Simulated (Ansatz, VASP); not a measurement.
# One calculation of YSe2, two programs

File INCAR:

```
PREC = Accurate
ENCUT = 520
EDIFF = 1E-6
ISMEAR = 0
SIGMA = 0.05
LREAL = False
LASPH = True
NELM = 100
ALGO = Normal
ISIF = 2
LWAVE = False
LCHARG = False
GGA = PS
NBANDS = 18
```

File KPOINTS:

```
regular mesh
0
Gamma
  8 8 8
```

The input POSCAR:

```
YSe2
1.0
    0.0000000000      3.3784000855      3.3784000855
    3.3784000855      0.0000000000      3.3784000855
    3.3784000855      3.3784000855      0.0000000000
Y Se
1 2
Direct
    0.0000000000      0.0000000000      0.0000000000
    0.2500000000      0.2500000000      0.2500000000
    0.7500000000      0.7500000000      0.7500000000
```

Input for Ansatz:

```yaml
crystal:
  lattice:
    - [0.0, 3.3784000855, 3.3784000855]
    - [3.3784000855, 0.0, 3.3784000855]
    - [3.3784000855, 3.3784000855, 0.0]
  atoms:
    - { symbol: "Y", position: [0.0, 0.0, 0.0] }
    - { symbol: Se, position: [0.25, 0.25, 0.25] }
    - { symbol: Se, position: [0.75, 0.75, 0.75] }
basis:
  ecutwfc: 420
  ecutrho_ratio: 4
kpoints:
  mp_grid: { grid: [8, 8, 8] }
hamiltonian:
  xc: pbesol
scf:
  occupations: { method: gaussian, width: 0.05 }
output:
  forces: true
  stress: true
  eigenvalues: true
```

Alike in both runs: task single point; functional PBEsol; k mesh 8 × 8 × 8; occupations gaussian, width 0.05 eV; no spin polarisation.

|  | VASP | Ansatz |
| --- | --- | --- |
| version | VASP 6.6.1 | Ansatz 0.2.0 |
| potentials or method | VASP PAW PBE potentials, release 64 (Y_sv, Se), cutoff 520 eV | scalar-relativistic, plane waves, PAW |
| valence electrons in the cell | 23 | 43 |

|  | VASP | Ansatz | Ansatz less VASP |
| --- | --- | --- | --- |
| gap on the k mesh at the Fermi level (eV) | none | none | - |
| pressure (GPa) | 0.0 | 0.0 | -0.06 |

VASP's potentials were made for PBE, not for PBEsol. A gap of «none» marks a metal or a gap that the smearing closes. VASP's potentials hold 23 valence electrons a cell and Ansatz's 43, so a difference there can come from the potentials and not from the codes.
